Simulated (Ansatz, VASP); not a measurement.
## One calculation of Zr, two programs

```xyz
2
Lattice="3.1466 0.0000 0.0000 -1.5733 2.7250 0.0000 0.0000 0.0000 5.0814" Properties=species:S:1:pos:R:3 pbc="T T T"
Zr    0.0000    1.8167    1.2704
Zr    1.5733    0.9083    3.8111
```

Alike in both runs: functional LDA; k mesh 18 × 18 × 10; occupations fermi-dirac, width 0.05 eV; no spin polarisation.

Ansatz relaxed the structure, and its values are those at the end. VASP's run is a single point on that final structure, the one shown.

|  | VASP | Ansatz |
| --- | --- | --- |
| version | VASP 6.6.1 | Ansatz 0.2.0 |
| potentials or method | VASP PAW LDA potentials, release 64 (Zr_sv) | PAW with Ansatz's default frozen-core files, scalar-relativistic |
| plane-wave cutoff (eV) | 500 | 420 |
| valence electrons in the cell | 24 | 24 |

|  | VASP | Ansatz | Ansatz less VASP |
| --- | --- | --- | --- |
| pressure (GPa) | 0.1 | 0.0 | -0.12 |

LDA's correlation is that of Perdew and Zunger in VASP and of Perdew and Wang (1992) in Ansatz.
